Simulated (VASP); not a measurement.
Write the native input for VASP 6.6.1 that does the following.

```
Task                   : relaxation of cell and atoms
Functional             : LDA
Potentials or basis    : VASP PAW LDA potentials, release 64 (In_d, P)
Cutoff                 : 600 eV
k mesh                 : 8 × 8 × 8
Occupations            : gaussian, width 0.01 eV
Spin                   : no spin polarisation
Target pressure        : 1 GPa
Dipole correction      : no
Further INCAR settings : ALGO = Normal; EDIFF = 1e-06; IBRION = 2; EDIFFG = -0.002; NSW = 100; ISIF = 3
```

The structure of InP lies in POSCAR:

```
InP
1.0
    0.0000000000      2.9136709973      2.9136709973
    2.9136709973      0.0000000000      2.9136709973
    2.9136709973      2.9136709973      0.0000000000
In P
1 1
Direct
    0.0000000000      0.0000000000      0.0000000000
    0.7500000000      0.7500000000      0.7500000000
```

The input as run:

INCAR

```
PREC = Accurate
ENCUT = 600
EDIFF = 1E-6
ISMEAR = 0
SIGMA = 0.01
LREAL = F
LASPH = T
NELM = 100
ALGO = Normal
ISIF = 3
LWAVE = F
LCHARG = F
IBRION = 2
NSW = 100
EDIFFG = -0.002
PSTRESS = 10.0
```

KPOINTS

```
regular mesh
0
Gamma
  8 8 8
```

Potentials or basis: VASP PAW LDA potentials, release 64 (In_d, P).

Run with:

```sh
$ cat potpaw_LDA.64/In_d/POTCAR potpaw_LDA.64/P/POTCAR > POTCAR
$ mpirun -np 1 vasp_std > vasp.out
```

It gave:

The relaxed volume is 24.42 Å³/atom. The relaxed cell is a = 4.103 Å, b = 4.103 Å, c = 4.103 Å, α = 60.00°, β = 60.00°, γ = 60.00°, the space group after relaxing (to 0.05 Å) is F-43m (No. 216) and the energy change on relaxing (the enthalpy is what falls) is +1.0 meV/atom. The ionic steps are 3 and the pressure after relaxing is 1.0 GPa. The band gap on the k mesh is 0.67 eV, direct.

Caveat: the cell is relaxed towards a set pressure, so the enthalpy falls and the energy may rise; spin-orbit coupling is left out, which moves the levels of the heavy elements.

Wall time 93 s on 1 thread of AMD EPYC 7571, with other jobs on the host, peak memory 0.16 GiB.
